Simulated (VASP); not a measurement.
Input of a VASP 6.6.1 run:

The input INCAR:

```
SYSTEM = Al3N
PREC = Accurate
ENCUT = 600
EDIFF = 1E-6
ISMEAR = 0
SIGMA = 0.1
LREAL = .False.
LASPH = .True.
NELM = 80
ALGO = Normal
ISIF = 3
LWAVE = .False.
LCHARG = .False.
GGA = PE
IBRION = 2
NSW = 80
EDIFFG = -0.001
```

The input KPOINTS:

```
regular mesh
0
Gamma
  12 12 2
  0 0 0
```

POSCAR

```
Al3N
1.0
    3.0346672412      0.0000000000      0.0000000000
   -1.5173336206      2.6280989229      0.0000000000
    0.0000000000      0.0000000000     14.3302047261
Al N
6 2
Direct
    0.3333333333      0.6666666667      0.1839655114
    0.0000000000      0.0000000000      0.0024007418
    0.0000000000      0.0000000000      0.3627682911
    0.3333333333      0.6666666667      0.5144175119
    0.6666666667      0.3333333333      0.6753298923
    0.3333333333      0.6666666667      0.8315549674
    0.0000000000      0.0000000000      0.2285472252
    0.3333333333      0.6666666667      0.0510158588
```

Potentials or basis: VASP PAW PBE potentials, release 64 (Al, N).

Launch:

```bash
$ cat potpaw_PBE.64/Al/POTCAR potpaw_PBE.64/N/POTCAR > POTCAR
$ mpirun -np 1 vasp_std > vasp.out
```

What does it give for the band gap on the k mesh?

Zero (band 14 reaches 9.54 eV, above the bottom of band 15 at 6.82 eV).

What does it give for the relaxed cell?

a = 3.034 Å, b = 3.034 Å, c = 14.321 Å, α = 90.00°, β = 90.00°, γ = 120.00°.

Estimate the space group after relaxing (to 0.05 Å).

P3m1 (No. 156).

Final structure:
```
Al N
1.0
     3.03377    0.00000    0.00000
    -1.51689    2.62733    0.00000
     0.00000    0.00000   14.32070
Al N
6 2
Direct
  0.33333 0.66667 0.18395
  0.00000 0.00000 0.00238
  0.00000 0.00000 0.36280
  0.33333 0.66667 0.51441
  0.66667 0.33333 0.67535
  0.33333 0.66667 0.83163
  0.00000 0.00000 0.22851
  0.33333 0.66667 0.05096
```
